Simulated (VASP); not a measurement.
# MnHg (Pm-3m) in VASP: further runs, part 2 of 2

VASP 6.6.1. The steps go on from the part before.

### 4 Single point, PBEsol, collinear spin, ferromagnetic start

This run uses another cell than the first one, of 16.76 Å³/atom.

INCAR

```
  ALGO = Normal
  EDIFF = 1E-6
  ENCUT = 520
  GGA = PS
  ISIF = 2
  ISMEAR = 0
  ISPIN = 2
  LASPH = T
  LCHARG = F
  LMAXMIX = 4
  LORBIT = 11
  LREAL = F
  LWAVE = F
  MAGMOM = 4 0
  NBANDS = 24
  NELM = 150
  PREC = Accurate
  SIGMA = 0.1
```

KPOINTS

```
k-points
0
Gamma
  12 12 12
```

POSCAR

```
MnHg
1.0
    3.2241319589      0.0000000000      0.0000000000
    0.0000000000      3.2241319589      0.0000000000
    0.0000000000      0.0000000000      3.2241319589
Mn Hg
1 1
Direct
    0.5000000000      0.5000000000      0.5000000000
    0.0000000000      0.0000000000      0.0000000000
```

Potentials or basis: VASP PAW PBE potentials, release 64 (Mn_pv, Hg).

The run is started by

```sh
cat potpaw_PBE.64/Mn_pv/POTCAR potpaw_PBE.64/Hg/POTCAR > POTCAR
mpirun -np 1 vasp_std > vasp.out
```

OUTCAR:

```text
EDIFF = 1E-6
   ENCUT = 520
   GGA = PS
   ISIF = 2
   ISMEAR = 0
   ISPIN = 2
   LASPH = T
   LORBIT = 11
   LREAL = F
   NELM = 150
   PREC = Accurate

 ion  position               nearest neighbor table
   1  0.500  0.500  0.500-   2 2.79   2 2.79   2 2.79   2 2.79   2 2.79   2 2.79   2 2.79   2 2.79

   2  0.000  0.000  0.000-   1 2.79   1 2.79   1 2.79   1 2.79   1 2.79   1 2.79   1 2.79   1 2.79

  LATTYP: Found a simple cubic cell.
 ALAT       =     3.2241319589

  Lattice vectors:
[... 1512 lines left out ...]
  in kB       23.5551478     23.5551478     23.5551478     -0.0000000     -0.0000000     -0.0000000
  external PRESSURE =      23.5551478 kB  Pullay stress =       0.0000000 kB

 VOLUME and BASIS-vectors are now :
 -----------------------------------------------------------------------------
  energy-cutoff  :      520.00
  volume of cell :       33.51
      direct lattice vectors                 reciprocal lattice vectors
     3.224131959  0.000000000  0.000000000     0.310161002  0.000000000  0.000000000
     0.000000000  3.224131959  0.000000000     0.000000000  0.310161002  0.000000000
     0.000000000  0.000000000  3.224131959     0.000000000  0.000000000  0.310161002

 POSITION                                       TOTAL-FORCE (eV/Angst)
 -----------------------------------------------------------------------------------
      1.61207      1.61207      1.61207         0.000000      0.000000      0.000000
      0.00000      0.00000      0.00000         0.000000      0.000000      0.000000
 -----------------------------------------------------------------------------------
    total drift:                                0.000000      0.000000     -0.000000

  FREE ENERGIE OF THE ION-ELECTRON SYSTEM (eV)
  ---------------------------------------------------
  free  energy   TOTEN  =        -9.5692581537 eV

  energy  without entropy=       -9.5591162962  energy(sigma->0) =       -9.56418722

 total charge

# of ion       s       p       d       tot
------------------------------------------
    1        0.262   6.203   5.022  11.487
    2        0.821   0.584   9.252  10.657
--------------------------------------------------
tot          1.083   6.787  14.275  22.144

 magnetization (x)

# of ion       s       p       d       tot
------------------------------------------
    1        0.022   0.013   3.589   3.624
    2       -0.049  -0.059   0.051  -0.056
--------------------------------------------------
tot         -0.027  -0.046   3.640   3.568
```

OSZICAR:

```text
N       E                     dE             d eps       ncg     rms          rms(c)
DAV:   1     0.234046491069E+03    0.23405E+03   -0.13714E+04  8152   0.120E+03
DAV:   2    -0.268729981443E+01   -0.23673E+03   -0.22534E+03  8416   0.347E+02
DAV:   3    -0.101823284697E+02   -0.74950E+01   -0.74656E+01  9504   0.693E+01
DAV:   4    -0.102327934094E+02   -0.50465E-01   -0.50462E-01  9152   0.537E+00
DAV:   5    -0.102334707214E+02   -0.67731E-03   -0.67730E-03  9800   0.570E-01    0.118E+01
DAV:   6    -0.977495522940E+01    0.45852E+00   -0.73042E+00  9096   0.206E+01    0.778E+00
DAV:   7    -0.959541040410E+01    0.17954E+00   -0.22235E+00  9272   0.131E+01    0.559E+00
DAV:   8    -0.957362820500E+01    0.21782E-01   -0.75556E-02  8872   0.198E+00    0.280E+00
DAV:   9    -0.956964128332E+01    0.39869E-02   -0.18887E-02  9560   0.959E-01    0.101E+00
DAV:  10    -0.956922981494E+01    0.41147E-03   -0.20328E-03  8808   0.445E-01    0.807E-02
DAV:  11    -0.956925396090E+01   -0.24146E-04   -0.77928E-05  9704   0.826E-02    0.273E-02
DAV:  12    -0.956925631679E+01   -0.23559E-05   -0.57105E-06  9112   0.214E-02    0.142E-02
DAV:  13    -0.956925819356E+01   -0.18768E-05   -0.17194E-06  8040   0.105E-02    0.729E-03
DAV:  14    -0.956925815371E+01    0.39847E-07   -0.25554E-07  4848   0.489E-03
   1 F= -.95692582E+01 E0= -.95641872E+01  d E =-.101419E-01  mag=     3.6953
```

Wall time 1.9 min (1 thread of Intel Xeon 8259CL, shared host); peak memory 0.23 GiB.

Results:

```
Free energy                                           : -9.5693 eV
Pressure                                              : 2.4 GPa
Net moment                                            : 3.70 μB per cell
Site moments                                          : Mn +3.62; Hg -0.06 μB
Valence electrons inside the program's atomic spheres : Mn 11.49; Hg 10.66
```

Caveat: the PAW data sets were made with another functional, which shifts forces and pressure a little; spin-orbit coupling is left out, which moves the levels of the heavy elements.

### 5 Single point, PBEsol, collinear spin, ferromagnetic start

This run uses another cell than the first one, of 17.49 Å³/atom.

INCAR

```
SYSTEM = MnHg
  ALGO = Normal
  EDIFF = 1E-6
  ENCUT = 520
  GGA = PS
  ISIF = 2
  ISMEAR = 0
  ISPIN = 2
  LASPH = .True.
  LCHARG = .False.
  LMAXMIX = 4
  LORBIT = 11
  LREAL = .False.
  LWAVE = .False.
  MAGMOM = 4 0
  NBANDS = 24
  NELM = 150
  PREC = Accurate
  SIGMA = 0.1
```

KPOINTS

```
k-points
0
Gamma
  12 12 12
  0 0 0
```

POSCAR

```
MnHg
1.0
    3.2701972106      0.0000000000      0.0000000000
    0.0000000000      3.2701972106      0.0000000000
    0.0000000000      0.0000000000      3.2701972106
Mn Hg
1 1
Direct
    0.5000000000      0.5000000000      0.5000000000
    0.0000000000      0.0000000000      0.0000000000
```

The run is started by

```sh
cat potpaw_PBE.64/Mn_pv/POTCAR potpaw_PBE.64/Hg/POTCAR > POTCAR
mpirun -np 1 vasp_std > vasp.out
```

It took 1.8 min on 1 thread of Intel Xeon 8259CL, shared host; peak memory 0.23 GiB.

It converged, with:

```yaml
Free_energy: -9.5713 eV
Pressure: -1.6 GPa
Net_moment: 3.80 μB per cell
Site_moments: Mn +3.72; Hg -0.06 μB
Valence_electrons_inside_the_program's_atomic_spheres: Mn 11.44; Hg 10.62
```

Levels at points of the mesh, in eV from the Fermi level:
Spin up:
```tsv
k point	band 12	band 13	band 14	band 15	band 16	band 17
(0.00, 0.00, 0.00)	-1.92	-1.92	-1.92	4.99	4.99	4.99
(0.50, 0.00, 0.00)	-2.70	-2.70	-2.16	-1.42	10.36	10.36
(0.50, 0.50, 0.00)	-1.93	-1.86	-1.79	-1.79	0.88	3.20
(0.50, 0.50, 0.50)	-1.84	-1.84	0.60	4.28	4.28	4.28
```
Spin down:
```tsv
k point	band 8	band 9	band 10	band 11	band 12	band 13	band 14	band 15
(0.00, 0.00, 0.00)	-7.10	-7.10	0.27	0.27	1.52	1.52	1.52	5.39
(0.50, 0.00, 0.00)	-6.98	-4.98	-4.62	-0.14	0.39	0.39	1.30	2.07
(0.50, 0.50, 0.00)	-6.49	-3.52	-1.50	-1.50	0.47	1.35	1.35	1.90
(0.50, 0.50, 0.50)	-6.46	-1.70	-1.70	-1.70	0.51	1.94	1.94	5.78
```

Caveat: the PAW data sets were made with another functional, which shifts forces and pressure a little; spin-orbit coupling is left out, which moves the levels of the heavy elements.

### 6 Single point, PBEsol, collinear spin, ferromagnetic start

This run uses another cell than the first one, of 18.21 Å³/atom.

INCAR

```
SYSTEM = MnHg
PREC     = Accurate       ! precision mode
ENCUT    = 520            ! plane-wave cutoff, eV
EDIFF    = 1E-6           ! SCF threshold, eV
ISMEAR   = 0              ! smearing method
SIGMA    = 0.1            ! smearing width, eV
LREAL    = .FALSE.        ! projectors in reciprocal space
LASPH    = .TRUE.         ! aspherical terms in the spheres
NELM     = 150            ! most SCF steps
ALGO     = Normal         ! electronic algorithm
ISIF     = 2              ! what is computed and relaxed
LWAVE    = .FALSE.        ! write WAVECAR
LCHARG   = .FALSE.        ! write CHGCAR
ISPIN    = 2              ! spin polarisation
MAGMOM   = 4.23 0         ! initial moments
LORBIT   = 11             ! projections on sites
LMAXMIX  = 4              ! l up to which the mixer works
GGA      = PS             ! functional
NBANDS   = 24             ! bands
```

KPOINTS

```
Automatic mesh
0
G
  12 12 12
  0 0 0
```

POSCAR

```
MnHg
1.0
    3.3150000000      0.0000000000      0.0000000000
    0.0000000000      3.3150000000      0.0000000000
    0.0000000000      0.0000000000      3.3150000000
Mn Hg
1 1
Direct
    0.5000000000      0.5000000000      0.5000000000
    0.0000000000      0.0000000000      0.0000000000
```

Potentials or basis: VASP PAW PBE potentials, release 64 (Mn_pv, Hg).

The run is started by

```sh
cat potpaw_PBE.64/Mn_pv/POTCAR potpaw_PBE.64/Hg/POTCAR > POTCAR
mpirun -np 1 vasp_std > vasp.out
```

OUTCAR:

```text
SYSTEM = MnHg
   PREC = Accurate
   ENCUT = 520
   EDIFF = 1E-6
   ISMEAR = 0
   LREAL = .FALSE.
   LASPH = .TRUE.
   NELM = 150
   ISIF = 2
   ISPIN = 2
   LORBIT = 11
   GGA = PS

 ion  position               nearest neighbor table
   1  0.500  0.500  0.500-   2 2.87   2 2.87   2 2.87   2 2.87   2 2.87   2 2.87   2 2.87   2 2.87

   2  0.000  0.000  0.000-   1 2.87   1 2.87   1 2.87   1 2.87   1 2.87   1 2.87   1 2.87   1 2.87

  LATTYP: Found a simple cubic cell.
 ALAT       =     3.3150000000

  Lattice vectors:

 A1 = (   3.3150000000,   0.0000000000,   0.0000000000)
 A2 = (   0.0000000000,   3.3150000000,   0.0000000000)
 A3 = (   0.0000000000,   0.0000000000,   3.3150000000)

Analysis of symmetry for initial positions (statically):
=====================================================================
 Subroutine PRICEL returns:
 Original cell was already a primitive cell.

 Routine SETGRP: Setting up the symmetry group for a
 simple cubic supercell.

 Subroutine GETGRP returns: Found 48 space group operations
 (whereof 48 operations were pure point group operations)
 out of a pool of 48 trial point group operations.

The static configuration has the point symmetry O_h .

Analysis of symmetry for dynamics (positions and initial velocities):
=====================================================================
 Subroutine PRICEL returns:
 Original cell was already a primitive cell.

 Routine SETGRP: Setting up the symmetry group for a
 simple cubic supercell.

 Subroutine GETGRP returns: Found 48 space group operations
 (whereof 48 operations were pure point group operations)
 out of a pool of 48 trial point group operations.

The dynamic configuration has the point symmetry O_h .

Analysis of structural, dynamic, and magnetic symmetry:
=====================================================================
 Subroutine PRICEL returns:
 Original cell was already a primitive cell.

[... 150 lines left out ...]
  ext. energy  EPLUGINS =         0.00000000
  ---------------------------------------------------
  free energy    TOTEN  =        -9.54557384 eV

  energy without entropy =       -9.53804840  energy(sigma->0) =       -9.54181112

 E-fermi :   5.3578     XC(G=0): -11.8378

 val. band max:        5.3571587443   @ k =   0.4167   0.2500   0.0833
 cond. band min:       5.3613093793   @ k =   0.5000   0.0833   0.0000
 fundamental gap:      0.0041506349
 Fermi energy:         5.3577771324

 spin component 1

 k-point     1 :       0.0000    0.0000    0.0000
  band No.  band energies     occupation
      1     -44.6588      1.00000
      2     -44.6588      1.00000
      3     -44.6588      1.00000
      4      -4.3535      1.00000
      5      -2.8801      1.00000
      6      -2.8801      1.00000
[... 637 lines left out ...]
     23      23.1624      0.00000
     24      24.4751      0.00000

 [... further k-points ...]

 spin component 2

 k-point     1 :       0.0000    0.0000    0.0000
  band No.  band energies     occupation
      1     -40.6455      1.00000
      2     -40.6455      1.00000
      3     -40.6455      1.00000
      4      -4.0863      1.00000
      5      -2.8441      1.00000
      6      -2.8441      1.00000
[... 637 lines left out ...]
     23      23.8228      0.00000
     24      25.0503      0.00000

 [... further k-points ...]

------------------------ aborting loop because EDIFF is reached ----------------------------------------

  FORCE on cell =-STRESS in cart. coord.  units (eV):
  Direction    XX          YY          ZZ          XY          YZ          ZX
  --------------------------------------------------------------------------------------
  -------------------------------------------------------------------------------------
  Total       -0.9897068     -0.9897068     -0.9897068     -0.0000000      0.0000000     -0.0000000
  in kB      -43.5277811    -43.5277811    -43.5277811     -0.0000000      0.0000000     -0.0000000
  external PRESSURE =     -43.5277811 kB  Pullay stress =       0.0000000 kB

 VOLUME and BASIS-vectors are now :
 -----------------------------------------------------------------------------
  energy-cutoff  :      520.00
  volume of cell :       36.43
      direct lattice vectors                 reciprocal lattice vectors
     3.315000000  0.000000000  0.000000000     0.301659125  0.000000000  0.000000000
     0.000000000  3.315000000  0.000000000     0.000000000  0.301659125  0.000000000
     0.000000000  0.000000000  3.315000000     0.000000000  0.000000000  0.301659125

 POSITION                                       TOTAL-FORCE (eV/Angst)
 -----------------------------------------------------------------------------------
      1.65750      1.65750      1.65750         0.000000      0.000000      0.000000
      0.00000      0.00000      0.00000         0.000000      0.000000      0.000000
 -----------------------------------------------------------------------------------
    total drift:                                0.000000      0.000000      0.000000

  FREE ENERGIE OF THE ION-ELECTRON SYSTEM (eV)
  ---------------------------------------------------
  free  energy   TOTEN  =        -9.5455738361 eV

  energy  without entropy=       -9.5380483957  energy(sigma->0) =       -9.54181112

 total charge

# of ion       s       p       d       tot
------------------------------------------
    1        0.253   6.175   4.969  11.398
    2        0.815   0.518   9.247  10.581
--------------------------------------------------
tot          1.068   6.694  14.216  21.978

 magnetization (x)

# of ion       s       p       d       tot
------------------------------------------
    1        0.027   0.015   3.784   3.826
    2       -0.042  -0.057   0.047  -0.052
--------------------------------------------------
tot         -0.015  -0.042   3.831   3.774
```

OSZICAR:

```text
N       E                     dE             d eps       ncg     rms          rms(c)
DAV:   1     0.233100602053E+03    0.23310E+03   -0.13746E+04  8144   0.117E+03
DAV:   2    -0.257573599708E+01   -0.23568E+03   -0.22449E+03  8440   0.342E+02
DAV:   3    -0.101578329384E+02   -0.75821E+01   -0.75574E+01  9456   0.692E+01
DAV:   4    -0.102117902982E+02   -0.53957E-01   -0.53954E-01  9264   0.551E+00
DAV:   5    -0.102125873435E+02   -0.79705E-03   -0.79704E-03  9640   0.613E-01    0.104E+01
DAV:   6    -0.977386213315E+01    0.43873E+00   -0.80346E+00  9064   0.212E+01    0.786E+00
DAV:   7    -0.956385286934E+01    0.21001E+00   -0.23670E+00  9192   0.133E+01    0.493E+00
DAV:   8    -0.954974920852E+01    0.14104E-01   -0.67668E-02  8872   0.182E+00    0.268E+00
DAV:   9    -0.954597824519E+01    0.37710E-02   -0.16765E-02  9488   0.887E-01    0.100E+00
DAV:  10    -0.954552413195E+01    0.45411E-03   -0.26023E-03  9176   0.460E-01    0.798E-02
DAV:  11    -0.954556771068E+01   -0.43579E-04   -0.10912E-04  9168   0.959E-02    0.316E-02
DAV:  12    -0.954557104289E+01   -0.33322E-05   -0.11083E-05  9480   0.277E-02    0.152E-02
DAV:  13    -0.954557382808E+01   -0.27852E-05   -0.33467E-06  8416   0.142E-02    0.894E-03
DAV:  14    -0.954557383611E+01   -0.80354E-08   -0.59428E-07  4936   0.712E-03
   1 F= -.95455738E+01 E0= -.95418111E+01  d E =-.752544E-02  mag=     3.9282
```

Run time: 2.8 min. Hardware: 1 thread of Intel Xeon 8259CL, shared host; peak memory 0.25 GiB.

Results:

- Free energy: -9.5456 eV
- Pressure: -4.4 GPa
- Net moment: 3.93 μB per cell
- Site moments: Mn +3.83; Hg -0.05 μB
- Valence electrons inside the program's atomic spheres: Mn 11.40; Hg 10.58

Levels at points of the mesh, in eV from the Fermi level:
Spin up:
| k point | band 11 | band 12 | band 13 | band 14 | band 15 | band 16 | band 17 | band 18 |
| --- | --- | --- | --- | --- | --- | --- | --- | --- |
| (0.00, 0.00, 0.00) | -2.93 | -2.06 | -2.06 | -2.06 | 4.82 | 4.82 | 4.82 | 8.54 |
| (0.50, 0.00, 0.00) | -3.30 | -2.77 | -2.77 | -2.28 | -1.59 | 9.98 | 9.98 | 10.53 |
| (0.50, 0.50, 0.00) | -2.08 | -2.08 | -2.02 | -1.73 | -1.73 | 0.60 | 2.86 | 11.73 |
| (0.50, 0.50, 0.50) | -3.74 | -2.00 | -2.00 | 0.38 | 4.07 | 4.07 | 4.07 | 4.45 |
Spin down:
| k point | band 8 | band 9 | band 10 | band 11 | band 12 | band 13 | band 14 | band 15 |
| --- | --- | --- | --- | --- | --- | --- | --- | --- |
| (0.00, 0.00, 0.00) | -7.02 | -7.02 | 0.31 | 0.31 | 1.47 | 1.47 | 1.47 | 5.23 |
| (0.50, 0.00, 0.00) | -6.92 | -4.98 | -4.47 | -0.05 | 0.41 | 0.41 | 1.28 | 2.01 |
| (0.50, 0.50, 0.00) | -6.46 | -3.51 | -1.43 | -1.43 | 0.47 | 1.30 | 1.30 | 1.86 |
| (0.50, 0.50, 0.50) | -6.44 | -1.58 | -1.58 | -1.58 | 0.30 | 1.90 | 1.90 | 5.55 |

Caveat: the cell stands under tension; the PAW data sets were made with another functional, which shifts forces and pressure a little; spin-orbit coupling is left out, which moves the levels of the heavy elements.

### 7 Overview

```tsv
cell	gap on the mesh (eV)	pressure (GPa)	moment (μB)
a = 3.077 Å, 2 atoms	none	22.3	3.21
a = 3.152 Å, 2 atoms	none	10.2	3.47
a = 3.224 Å, 2 atoms	none	2.4	3.70
a = 3.270 Å, 2 atoms	none	-1.6	3.80
a = 3.315 Å, 2 atoms	none	-4.4	3.93
```

Alike in all rows: task single point; level PBEsol; potentials or basis VASP PAW PBE potentials, release 64 (Mn_pv, Hg); spin collinear, ferromagnetic start; k mesh 12 × 12 × 12; cutoff (eV) 520; smearing gaussian 0.1 eV.

Caveats: the PAW data sets were made with another functional, which shifts forces and pressure a little; spin-orbit coupling is left out, which moves the levels of the heavy elements; the cell stands under pressure (at least some runs); the cell stands under tension (at least some runs).

Absolute energies hang on the potentials; compare differences alone.
